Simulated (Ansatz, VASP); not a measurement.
**Two plane-wave programs on Si**

The input INCAR:

```
PREC = Accurate
ENCUT = 520
EDIFF = 1E-6
ISMEAR = 0
SIGMA = 0.05
LREAL = False
LASPH = True
NELM = 80
ALGO = Normal
ISIF = 2
LWAVE = False
LCHARG = True
GGA = PE
LELF = True
LVHAR = True
NBANDS = 16
```

KPOINTS

```
regular mesh
0
Gamma
  10 10 10
```

File POSCAR:

```
Si
1.0
   -3.4292227980      3.4292227980      1.9786784298
    3.4292227980     -3.4292227980      1.9786784298
    3.4292227980      3.4292227980     -1.9786784298
Si
4
Direct
    0.1786105076      0.1786105076      0.3572210152
    0.8213894924      0.8213894924      0.6427789848
    0.1786105076      0.8213894924      0.0000000000
    0.8213894924      0.1786105076      0.0000000000
```

Input for Ansatz:

```yaml
crystal:
  lattice:
    - [-3.429222798, 3.429222798, 1.9786784298]
    - [3.429222798, -3.429222798, 1.9786784298]
    - [3.429222798, 3.429222798, -1.9786784298]
  atoms:
    - { symbol: Si, position: [0.1786105076, 0.1786105076, 0.3572210152] }
    - { symbol: Si, position: [0.8213894924, 0.8213894924, 0.6427789848] }
    - { symbol: Si, position: [0.1786105076, 0.8213894924, 0.0] }
    - { symbol: Si, position: [0.8213894924, 0.1786105076, 0.0] }
basis:
  ecutwfc: 420
kpoints:
  mp_grid: { grid: [10, 10, 10] }
hamiltonian:
  xc: pbe
  pseudopotentials: { kind: paw, azcp: { folder: soft_1 } }
scf:
  occupations: { method: gaussian, width: 0.05 }
output:
  forces: true
  stress: true
  eigenvalues: true
```

Change from the starting cell: mode 4 frozen in at +0.000 Å, equal normal strain along x, y and z +0.0250.

Alike in both runs: task single point; functional PBE; k mesh 10 × 10 × 10; occupations gaussian, width 0.05 eV; no spin polarisation.

|  | VASP | Ansatz |
| --- | --- | --- |
| version | VASP 6.6.1 | Ansatz 0.2.0 |
| potentials or method | VASP PAW PBE potentials, release 64 (Si), cutoff 520 eV | scalar-relativistic, plane waves, PAW |
| valence electrons in the cell | 16 | 16 |

|  | VASP | Ansatz | Ansatz less VASP |
| --- | --- | --- | --- |
| gap on the k mesh at the Fermi level (eV) | 0.44 | 0.44 | -0.001 |
| least direct gap on the mesh (eV) | 0.50 | 0.50 | 0.000 |
| pressure (GPa) | -5.2 | -5.2 | +0.04 |
| traceless stress, the component that is largest in VASP (GPa) | -0.16 | -0.15 | +0.010 |
| rms of the force components (eV/Å) | 0.055 | 0.055 | +0.0003 |

Atom by atom the forces differ by 0.000 eV/Å (rms over components).
